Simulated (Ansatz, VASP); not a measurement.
**One calculation of GaSb, two programs**

Contents of INCAR:

```
SYSTEM = GaSb
ALGO     = Fast           ! electronic algorithm
EDIFF    = 1E-6           ! SCF threshold, eV
ENCUT    = 520            ! plane-wave cutoff, eV
ISIF     = 2              ! what is computed and relaxed
ISMEAR   = 0              ! smearing method
LASPH    = .TRUE.         ! aspherical terms in the spheres
LCHARG   = .FALSE.        ! write CHGCAR
LREAL    = .FALSE.        ! projectors in reciprocal space
LWAVE    = .FALSE.        ! write WAVECAR
NBANDS   = 16             ! bands
NELM     = 100            ! most SCF steps
PREC     = Accurate       ! precision mode
SIGMA    = 0.15           ! smearing width, eV
```

KPOINTS

```
k-points
0
G
  18 18 18
  0 0 0
```

The input POSCAR:

```
GaSb
1.0
   -1.5473613322      2.5950854213      2.9043453688
    1.5473613322     -2.5950854213      2.9043453688
    1.5473613322      2.5950854213     -2.9043453688
Ga Sb
1 1
Direct
    0.0000000000      0.0000000000      0.0000000000
    0.5000000000      0.5000000000      0.0000000000
```

Input for Ansatz:

```yaml
crystal:
  lattice:
    - [-1.5473613322, 2.5950854213, 2.9043453688]
    - [1.5473613322, -2.5950854213, 2.9043453688]
    - [1.5473613322, 2.5950854213, -2.9043453688]
  atoms:
    - { symbol: Ga, position: [0.0, 0.0, 0.0] }
    - { symbol: Sb, position: [0.5, 0.5, 0.0] }
basis:
  ecutwfc: 420
kpoints:
  mp_grid: { grid: [18, 18, 18] }
hamiltonian:
  xc: lda
  pseudopotentials: { kind: paw, azcp: { folder: soft_1 } }
scf:
  occupations: { method: gaussian, width: 0.15 }
output:
  forces: true
  stress: true
  eigenvalues: true
```

Change from the starting cell: volume 23.325 Å^3 an atom, stretch along a over the lengths across it, relative to the relaxed cell 0.9480.

Alike in both runs: task single point; functional LDA; k mesh 18 × 18 × 18; occupations gaussian, width 0.15 eV; no spin polarisation.

```csv
,VASP,Ansatz
version,VASP 6.6.1,Ansatz 0.2.0
potentials or method,"VASP PAW LDA potentials, release 64 (Ga_d, Sb), cutoff 520 eV","scalar-relativistic, plane waves, PAW"
valence electrons in the cell,18,28
```

VASP gave:

- gap on the k mesh at the Fermi level (eV): none
- pressure (GPa): -2.8
- traceless stress, the component that is largest in VASP (GPa): -2.24

Problem. What did Ansatz give for the same quantities?

Solution. gap on the k mesh at the Fermi level (eV): none; pressure (GPa): -2.9; traceless stress, the component that is largest in VASP (GPa): -2.21.

Ansatz warns that its potentials were made for another functional, while VASP's fit it. LDA's correlation is that of Perdew and Zunger in VASP and of Perdew and Wang (1992) in Ansatz. A gap of «none» marks a metal or a gap that the smearing closes. VASP's potentials hold 18 valence electrons a cell and Ansatz's 28, so a difference there can come from the potentials and not from the codes.

Spin-orbit coupling is off throughout.
